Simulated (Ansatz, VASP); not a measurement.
## Ga3Se2: VASP beside Ansatz

File INCAR:

```
SYSTEM = Ga3Se2
PREC = Accurate
ENCUT = 520
EDIFF = 1E-6
ISMEAR = 0
SIGMA = 0.1
LREAL = .False.
LASPH = .True.
NELM = 60
ALGO = Normal
ISIF = 2
LWAVE = .False.
LCHARG = .False.
GGA = PE
NBANDS = 34
```

KPOINTS

```
regular mesh
0
Gamma
  6 6 4
  0 0 0
```

Contents of POSCAR:

```
Ga3Se2
1.0
    4.2391557175      0.0000000000      0.0000000000
   -2.1195778587      3.6712165419      0.0000000000
    0.0000000000      0.0000000000      6.5954377026
Ga Se
3 2
Direct
    0.0000000000      0.0000000000      0.0000000000
    0.3333333333      0.6666666667      0.6450000000
    0.6666666667      0.3333333333      0.3550000000
    0.3333333333      0.6666666667      0.2450000000
    0.6666666667      0.3333333333      0.7550000000
```

Input for Ansatz:

```yaml
crystal:
  lattice:
    - [4.2391557175, 0.0, 0.0]
    - [-2.1195778587, 3.6712165419, 0.0]
    - [0.0, 0.0, 6.5954377026]
  atoms:
    - { symbol: Ga, position: [0.0, 0.0, 0.0] }
    - { symbol: Ga, position: [0.3333333333, 0.6666666667, 0.645] }
    - { symbol: Ga, position: [0.6666666667, 0.3333333333, 0.355] }
    - { symbol: Se, position: [0.3333333333, 0.6666666667, 0.245] }
    - { symbol: Se, position: [0.6666666667, 0.3333333333, 0.755] }
basis:
  ecutwfc: 420
kpoints:
  mp_grid: { grid: [6, 6, 4] }
hamiltonian:
  xc: pbe
scf:
  occupations: { method: gaussian, width: 0.1 }
  lower_state_search: "off"
output:
  forces: true
  stress: true
  eigenvalues: true
```

Alike in both runs: task single point; functional PBE; k mesh 6 × 6 × 4; occupations gaussian, width 0.1 eV; no spin polarisation.

|  | VASP | Ansatz |
| --- | --- | --- |
| version | VASP 6.6.1 | Ansatz 0.2.0 |
| potentials or method | VASP PAW PBE potentials, release 64 (Ga_d, Se), cutoff 520 eV | scalar-relativistic, plane waves, PAW |
| valence electrons in the cell | 51 | 71 |

VASP gave:

* gap on the k mesh at the Fermi level (eV): none
* pressure (GPa): 13.1
* traceless stress, the component that is largest in VASP (GPa): -4.58
* rms of the force components (eV/Å): 0.287

Problem. What did Ansatz give for the same quantities?

Solution. gap on the k mesh at the Fermi level (eV): none; pressure (GPa): 13.0; traceless stress, the component that is largest in VASP (GPa): -4.57; rms of the force components (eV/Å): 0.282.

Atom by atom the forces differ by 0.006 eV/Å (rms over components). A gap of «none» marks a metal or a gap that the smearing closes. The functional is the same, so the differences come from potentials, cutoffs and numerics. VASP's potentials hold 51 valence electrons a cell and Ansatz's 71, so a difference there can come from the potentials and not from the codes.
